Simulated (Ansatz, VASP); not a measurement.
# FeO: VASP beside Ansatz

Contents of INCAR:

```
PREC = Accurate
ENCUT = 600
EDIFF = 1E-6
ISMEAR = -1
SIGMA = 0.05
LREAL = F
LASPH = T
NELM = 200
ALGO = Normal
ISIF = 2
LWAVE = F
LCHARG = F
ISPIN = 2
MAGMOM = 3 0
LORBIT = 11
LMAXMIX = 4
GGA = PE
NBANDS = 22
GGA_COMPAT = F
```

KPOINTS

```
Automatic mesh
0
Gamma
  10 10 10
```

The input POSCAR:

```
FeO
1.0
    2.5949357485      0.0000000000      0.0000000000
    0.0000000000      2.5949357485      0.0000000000
    0.0000000000      0.0000000000      2.5949357485
Fe O
1 1
Direct
    0.0000000000      0.0000000000      0.0000000000
    0.5000000000      0.5000000000      0.5000000000
```

File input.yaml:

```yaml
crystal:
  lattice:
    - [2.5949357485, 0.0, 0.0]
    - [0.0, 2.5949357485, 0.0]
    - [0.0, 0.0, 2.5949357485]
  atoms:
    - { symbol: Fe, position: [0.0, 0.0, 0.0], spin: 3.0 }
    - { symbol: O, position: [0.5, 0.5, 0.5] }
hamiltonian:
  xc: pbe
  pseudopotentials: { kind: paw }
magnetization:
  spin_polarized: true
kpoints:
  mp_grid: { grid: [10, 10, 10] }
scf:
  occupations: { method: fermi_dirac, width: 0.05 }
output:
  forces: true
  stress: true
  eigenvalues: true
  write_density: true
  write_potential: true
  elf: true
  volumetric_format: npy
```

Alike in both runs: task single point; functional PBE; k mesh 10 × 10 × 10; occupations fermi-dirac, width 0.05 eV; collinear spin.

|  | VASP | Ansatz |
| --- | --- | --- |
| version | VASP 6.6.1 | Ansatz 0.2.0 |
| potentials or method | VASP PAW PBE potentials, release 64 (Fe_sv, O) | Ansatz PAW |
| plane-wave cutoff (eV) | 600 | 420 |
| valence electrons in the cell | 22 | 22 |

Ansatz gave:

| Item | Value |
| --- | --- |
| gap on the k mesh at the Fermi level (eV) | none |
| pressure (GPa) | 14.3 |
| net moment per atom (μB) | 2.00 |
| size of the moment on the site where the two differ most (μB) | 0.41 |

Q: Estimate VASP's values.

A: gap on the k mesh at the Fermi level (eV): none; pressure (GPa): 11.7; net moment per atom (μB): 2.00; size of the moment on the site where the two differ most (μB): 0.37.

Site moments also hang on the region over which each program counts them. A gap of «none» marks a metal or a gap that the smearing closes.
